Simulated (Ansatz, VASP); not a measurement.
**BiSb4O in VASP and in Ansatz**

```
Sb Bi O
1.0
     5.20138    0.00000    0.00000
    -2.60069    4.50453    0.00000
     0.00000    0.00000    6.38158
Sb Bi O
4 1 1
Direct
  0.33333 0.66667 0.72935
  0.33333 0.66667 0.27065
  0.66667 0.33333 0.72935
  0.66667 0.33333 0.27065
  0.00000 0.00000 0.00000
  0.00000 0.00000 0.50000
```

Change from the starting cell: species swapped into the TaCrB4 type (P6/mmm, No. 191).

Alike in both runs: task relaxation of cell and atoms; functional PBE; k mesh 6 × 6 × 4; occupations gaussian, width 0.1 eV; no spin polarisation.

|  | VASP | Ansatz |
| --- | --- | --- |
| version | VASP 6.6.1 | Ansatz 0.2.0 |
| potentials or method | VASP PAW PBE potentials, release 64 (Sb, Bi_d, O), cutoff 600 eV | scalar-relativistic, plane waves, PAW |
| valence electrons in the cell | 41 | 81 |

```csv
,VASP,Ansatz,Ansatz less VASP
"gap on the k mesh at the Fermi level, each at its own relaxed structure (eV)",none,none,-
relaxed volume (Å³/atom),24.64,24.73,+0.085
relaxed cell length with the largest relative difference (Å),6.049,6.058,+0.0094
```

A gap of «none» marks a metal or a gap that the smearing closes. VASP's potentials hold 41 valence electrons a cell and Ansatz's 81, so a difference there can come from the potentials and not from the codes.

Spin-orbit coupling is off throughout.
